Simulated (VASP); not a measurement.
# In3GaAs4 (P-4m2) in VASP: single point with PBE

Aim: the single point of In3GaAs4 with PBE.

All numbers are computed with VASP 6.6.1; they aren't measurements. Logs are shortened: lines on timing, memory, paths and dates and some standing lists are left out, and cuts for length are marked.

## (1) The cell of the first run

Symmetry: P-4m2, No. 115, tetragonal system. Conventional cell: a = 4.290 Å, b = 4.290 Å, c = 12.202 Å, α = 90.00°, β = 90.00°, γ = 90.00°. In (site symmetry 2mm) has 4 As at 2.66 to 2.67 Å within 3.5 Å. In (site symmetry -4m2) has 4 As at 2.66 Å within 3.5 Å. Ga (site symmetry -4m2) has 4 As at 2.54 Å within 3.4 Å. Within 3.4 Å of As (site symmetry 2mm) lie 2 Ga at 2.54 Å and 2 In at 2.67 Å. Within 3.5 Å of As (site symmetry 2mm) lie 4 In at 2.66 Å.

## (2) Single point, PBE

Contents of INCAR:

```
SYSTEM = In3GaAs4
  PREC = Accurate
  ENCUT = 520
  EDIFF = 1E-7
  ISMEAR = 0
  SIGMA = 0.1
  LREAL = .False.
  LASPH = .True.
  NELM = 100
  ALGO = Normal
  ISIF = 2
  LWAVE = .False.
  LCHARG = .True.
  GGA = PE
  LELF = .True.
  LVHAR = .True.
  NBANDS = 46
```

Contents of KPOINTS:

```
Automatic mesh
0
Gamma
  10 10 4
  0 0 0
```

Contents of POSCAR:

```
In3GaAs4
1.0
    4.2903590000      0.0000000000      0.0000000000
    0.0000000000      4.2903590000      0.0000000000
    0.0000000000      0.0000000000     12.2022170000
In Ga As
3 1 4
Direct
    0.0000000000      0.0000000000      0.7413300000
    0.0000000000      0.0000000000      0.2586700000
    0.5000000000      0.5000000000      0.0000000000
    0.5000000000      0.5000000000      0.5000000000
    0.5000000000      0.0000000000      0.3886860000
    0.0000000000      0.5000000000      0.1293790000
    0.5000000000      0.0000000000      0.8706210000
    0.0000000000      0.5000000000      0.6113140000
```

Potentials or basis: VASP PAW PBE potentials, release 64 (In_d, Ga_d, As).

On the command line:

```console
$ cat potpaw_PBE.64/In_d/POTCAR potpaw_PBE.64/Ga_d/POTCAR potpaw_PBE.64/As/POTCAR > POTCAR
$ mpirun -np 1 vasp_std > vasp.out
```

OUTCAR:

```text
SYSTEM = In3GaAs4
   PREC = Accurate
   ENCUT = 520
   EDIFF = 1E-7
   ISMEAR = 0
   LREAL = .False.
   LASPH = .True.
   NELM = 100
   ISIF = 2
   GGA = PE

 ion  position               nearest neighbor table
   1  0.000  0.000  0.741-   7 2.66   7 2.66   8 2.67   8 2.67
   2  0.000  0.000  0.259-   6 2.66   6 2.66   5 2.67   5 2.67
   3  0.500  0.500  0.000-   6 2.66   7 2.66   7 2.66   6 2.66
   4  0.500  0.500  0.500-   5 2.54   8 2.54   5 2.54   8 2.54
   5  0.500  0.000  0.389-   4 2.54   4 2.54   2 2.67   2 2.67
   6  0.000  0.500  0.129-   2 2.66   2 2.66   3 2.66   3 2.66
   7  0.500  0.000  0.871-   1 2.66   1 2.66   3 2.66   3 2.66
   8  0.000  0.500  0.611-   4 2.54   4 2.54   1 2.67   1 2.67

  LATTYP: Found a simple tetragonal cell.
 ALAT       =     4.2903590000
 C/A-ratio  =     2.8441016241

  Lattice vectors:

 A1 = (   4.2903590000,   0.0000000000,   0.0000000000)
 A2 = (   0.0000000000,   4.2903590000,   0.0000000000)
 A3 = (   0.0000000000,   0.0000000000,  12.2022170000)

Analysis of symmetry for initial positions (statically):
=====================================================================
 Subroutine PRICEL returns:
 Original cell was already a primitive cell.

 Routine SETGRP: Setting up the symmetry group for a
 simple tetragonal supercell.

 Subroutine GETGRP returns: Found  8 space group operations
 (whereof  8 operations were pure point group operations)
 out of a pool of 16 trial point group operations.

The static configuration has the point symmetry D_2d.

Analysis of symmetry for dynamics (positions and initial velocities):
=====================================================================
 Subroutine PRICEL returns:
 Original cell was already a primitive cell.

 Routine SETGRP: Setting up the symmetry group for a
 simple tetragonal supercell.

 Subroutine GETGRP returns: Found  8 space group operations
 (whereof  8 operations were pure point group operations)
 out of a pool of 16 trial point group operations.

The dynamic configuration has the point symmetry D_2d.

 Subroutine INISYM returns: Found  8 space group operations
 (whereof  8 operations are pure point group operations),
 and found     1 'primitive' translations

----------------------------------------------------------------------------------------

                                     Primitive cell

  volume of cell :     224.6084

  direct lattice vectors                    reciprocal lattice vectors
     4.290359000  0.000000000  0.000000000     0.233080728  0.000000000  0.000000000
     0.000000000  4.290359000  0.000000000     0.000000000  0.233080728  0.000000000
     0.000000000  0.000000000 12.202217000     0.000000000  0.000000000  0.081952321

  length of vectors
     4.290359000  4.290359000 12.202217000     0.233080728  0.233080728  0.081952321

  position of ions in fractional coordinates (direct lattice)
     0.000000000  0.000000000  0.741330000
     0.000000000  0.000000000  0.258670000
     0.500000000  0.500000000  0.000000000
     0.500000000  0.500000000  0.500000000
     0.500000000  0.000000000  0.388686000
     0.000000000  0.500000000  0.129379000
     0.500000000  0.000000000  0.870621000
     0.000000000  0.500000000  0.611314000

  ion indices of the primitive-cell ions
   primitive index   ion index
                 1           1
                 2           2
                 3           3
                 4           4
                 5           5
                 6           6
                 7           7
                 8           8

----------------------------------------------------------------------------------------

 KPOINTS: Automatic mesh

Automatic generation of k-mesh.
 Grid dimensions read from file:
 generate k-points for:   10   10    4

 Generating k-lattice:

  Cartesian coordinates                     Fractional coordinates (reciprocal lattice)
     0.023308073  0.000000000  0.000000000     0.100000000  0.000000000  0.000000000
     0.000000000  0.023308073  0.000000000     0.000000000  0.100000000  0.000000000
     0.000000000  0.000000000  0.020488080     0.000000000  0.000000000  0.250000000

  Length of vectors
     0.023308073  0.023308073  0.020488080

  Shift w.r.t. Gamma in fractional coordinates (k-lattice)
     0.000000000  0.000000000  0.000000000

 Subroutine IBZKPT returns following result:
 ===========================================

 Found     63 irreducible k-points:

 Following reciprocal coordinates:
            Coordinates               Weight
  0.000000  0.000000  0.000000      1.000000
  0.100000  0.000000  0.000000      4.000000
  0.200000  0.000000  0.000000      4.000000
  0.300000  0.000000  0.000000      4.000000
  0.400000  0.000000  0.000000      4.000000
  0.500000  0.000000  0.000000      2.000000
[... 16 lines left out ...]
  0.100000  0.000000  0.250000      8.000000
  0.200000  0.000000  0.250000      8.000000
 [... further k-points ...]
   k-points           NKPTS =     63   k-points in BZ     NKDIM =     63   number of bands    NBANDS=     46
   number of dos      NEDOS =    301   number of ions     NIONS =      8
   total plane-waves  NPLWV =  98304
   dimension x,y,z NGX =    32 NGY =   32 NGZ =   96
   dimension x,y,z NGXF=    64 NGYF=   64 NGZF=  192
   ions per type =               3   1   4
   NGX,Y,Z   is equivalent  to a cutoff of  12.40, 12.40, 13.08 a.u.
   NGXF,Y,Z  is equivalent  to a cutoff of  24.80, 24.80, 26.16 a.u.
 SYSTEM =  In3GaAs4
   PREC   = accura    normal or accurate (medium, high low for compatibility)
   ISTART =      0    job   : 0-new  1-cont  2-samecut
   ICHARG =      2    charge: 1-file 2-atom 10-const
   ISPIN  =      1    spin polarized calculation?
   LNONCOLLINEAR =      F non collinear calculations
   LSORBIT =      F    spin-orbit coupling
   LASPH  =      T    aspherical Exc in radial PAW
   ENCUT  =  520.0 eV  38.22 Ry    6.18 a.u.   7.98  7.98 22.69*2*pi/ulx,y,z
   NELM   =    100;   NELMIN=  2; NELMDL= -5     # of ELM steps
   EDIFF  = 0.1E-06   stopping-criterion for ELM
   LREAL  =      F    real-space projection
   EDIFFG = 0.1E-05   stopping-criterion for IOM
   NSW    =      0    number of steps for IOM
   IBRION =     -1    ionic relax: 0-MD 1-quasi-New 2-CG
   NFREE  =      0    steps in history (QN), initial steepest desc. (CG)
   ISIF   =      2    stress and relaxation
   ISYM   =      2    0-nonsym 1-usesym 2-fastsym
   POTIM  = 0.5000    time-step for ionic-motion
   TEBEG  =    0.0;   TEEND  =   0.0 temperature during run
   PSTRESS=    0.0 pullay stress
   NELECT =      72.0000    total number of electrons
   NUPDOWN=      -1.0000    fix difference up-down
   EMIN   =  10.00;   EMAX   =-10.00  energy-range for DOS
   EFERMI =   0.00;   METHOD = LEGACY
   ISMEAR =     0;   SIGMA  =   0.10  broadening in eV -4-tet -1-fermi 0-gaus
   EFERMI_NEDOS =   21; number of points for ismear=-14 and -15
   IALGO  =     38    algorithm
   IMIX   =      4    mixing-type and parameters
     AMIX     =   0.40;   BMIX     =  1.00
     AMIX_MAG =   1.60;   BMIX_MAG =  1.00
  volume/ion in A,a.u.               =      28.08       189.47
  Fermi-wavevector in a.u.,A,eV,Ry     =   1.120410  2.117268 17.079647  1.255319
  Thomas-Fermi vector in A             =   2.257056
   LORBIT       =      0    0 simple, 1 ext, 2 COOP (PROOUT), +10 PAW based schemes
   GGA     = PE    functional components
   LHFCALC =     F    Hartree Fock is set to
   AEXX    =    0.0000 exact exchange contribution
   IVDW    =     0    specifies the selected vdW correction
   LEPSILON=     F    determine dielectric tensor
   LRPA    =     F    only Hartree local field effects (RPA)
 non-spin polarized calculation
 Gauss-broadening in eV      SIGMA  =   0.10
  energy-cutoff  :      520.00
  volume of cell :      224.61
 maximum number of plane-waves:      6128
 NGX is ok and might be reduce to    32
   NGX = 15   NGY = 15   NGZ = 45

 number of electron      72.0000032 magnetization

 Free energy of the ion-electron system (eV)
  ---------------------------------------------------
  ext. energy  EPLUGINS =         0.00000000
  ---------------------------------------------------
  free energy    TOTEN  =       -31.31482309 eV

  energy without entropy =      -31.31426034  energy(sigma->0) =      -31.31454172

 E-fermi :   3.8700     XC(G=0):  -8.9335

 val. band max:        3.8183970413   @ k =   0.0000   0.0000   0.0000
 cond. band min:       4.4067806569   @ k =   0.5000   0.0000   0.0000
 fundamental gap:      0.5883836156
 Fermi energy:         3.8699501829

 k-point     1 :       0.0000    0.0000    0.0000
  band No.  band energies     occupation
      1     -10.9940      2.00000
      2     -10.9516      2.00000
      3     -10.9516      2.00000
      4     -10.9281      2.00000
      5     -10.8890      2.00000
      6     -10.6189      2.00000
[... 38 lines left out ...]
     45       7.6378      0.00000
     46       7.6619      0.00000

 k-point     2 :       0.1000    0.0000    0.0000
  band No.  band energies     occupation
      1     -10.9930      2.00000
      2     -10.9536      2.00000
      3     -10.9515      2.00000
      4     -10.9273      2.00000
      5     -10.8895      2.00000
      6     -10.6162      2.00000
[... 38 lines left out ...]
     45       7.7013      0.00000
     46       7.9274      0.00000

 k-point     3 :       0.2000    0.0000    0.0000
  band No.  band energies     occupation
      1     -10.9907      2.00000
      2     -10.9583      2.00000
      3     -10.9512      2.00000
      4     -10.9252      2.00000
      5     -10.8908      2.00000
      6     -10.6097      2.00000
[... 38 lines left out ...]
     45       7.8890      0.00000
     46       8.5149      0.00000

 k-point     4 :       0.3000    0.0000    0.0000
  band No.  band energies     occupation
      1     -10.9888      2.00000
      2     -10.9633      2.00000
      3     -10.9508      2.00000
      4     -10.9226      2.00000
      5     -10.8925      2.00000
      6     -10.6027      2.00000
[... 920 lines left out ...]
     45       7.8396      0.00000
     46       7.8396      0.00000

 k-point    23 :       0.1000    0.0000    0.2500
  band No.  band energies     occupation
      1     -10.9930      2.00000
      2     -10.9536      2.00000
      3     -10.9515      2.00000
      4     -10.9273      2.00000
      5     -10.8895      2.00000
      6     -10.6175      2.00000
[... 38 lines left out ...]
     45       7.8584      0.00000
     46       7.8821      0.00000

 k-point    24 :       0.2000    0.0000    0.2500
  band No.  band energies     occupation
      1     -10.9907      2.00000
      2     -10.9583      2.00000
      3     -10.9512      2.00000
      4     -10.9252      2.00000
      5     -10.8908      2.00000
      6     -10.6106      2.00000
[... 38 lines left out ...]
     45       8.0089      0.00000
     46       8.4160      0.00000

 [... further k-points ...]
[... 5 lines left out ...]
  --------------------------------------------------------------------------------------
  -------------------------------------------------------------------------------------
  Total        0.0909088      0.0909088      0.0659413      0.0000000      0.0000000      0.0000000
  in kB        0.6484710      0.6484710      0.4703724      0.0000000      0.0000000      0.0000000
  external PRESSURE =       0.5891048 kB  Pullay stress =       0.0000000 kB

 VOLUME and BASIS-vectors are now :
 -----------------------------------------------------------------------------
  energy-cutoff  :      520.00
  volume of cell :      224.61
      direct lattice vectors                 reciprocal lattice vectors
     4.290359000  0.000000000  0.000000000     0.233080728  0.000000000  0.000000000
     0.000000000  4.290359000  0.000000000     0.000000000  0.233080728  0.000000000
     0.000000000  0.000000000 12.202217000     0.000000000  0.000000000  0.081952321

 POSITION                                       TOTAL-FORCE (eV/Angst)
 -----------------------------------------------------------------------------------
      0.00000      0.00000      9.04587         0.000000      0.000000      0.008158
      0.00000      0.00000      3.15635         0.000000      0.000000     -0.008158
      2.14518      2.14518      0.00000         0.000000     -0.000000     -0.000000
      2.14518      2.14518      6.10111         0.000000     -0.000000     -0.000000
      2.14518      0.00000      4.74283        -0.000000      0.000000     -0.014237
      0.00000      2.14518      1.57871         0.000000      0.000000     -0.002147
      2.14518      0.00000     10.62351         0.000000      0.000000      0.002147
      0.00000      2.14518      7.45939         0.000000      0.000000      0.014237
 -----------------------------------------------------------------------------------
    total drift:                                0.000000     -0.000000      0.000000

  FREE ENERGIE OF THE ION-ELECTRON SYSTEM (eV)
  ---------------------------------------------------
  free  energy   TOTEN  =       -31.3148230916 eV

  energy  without entropy=      -31.3142603446  energy(sigma->0) =      -31.31454172
```

Wall time 9.7 min (1 thread of Intel Xeon Platinum 8259CL at 2.50GHz (Skylake/Cascade Lake), shared host); peak memory 0.68 GiB.

What came out:

* Free energy: -31.3148 eV
* Pressure: 0.1 GPa
* Largest force: 0.014 eV/Å
* Band gap on the k mesh: zero (filled and empty bands touch)

Forces in eV/Å, atoms in the order of the input:
```
In   0.000  0.000  0.008
In   0.000  0.000 -0.008
In   0.000  0.000  0.000
Ga   0.000  0.000  0.000
As   0.000  0.000 -0.014
As   0.000  0.000 -0.002
As   0.000  0.000  0.002
As   0.000  0.000  0.014
```

Caveat: spin-orbit coupling is left out, which moves the levels of the heavy elements.
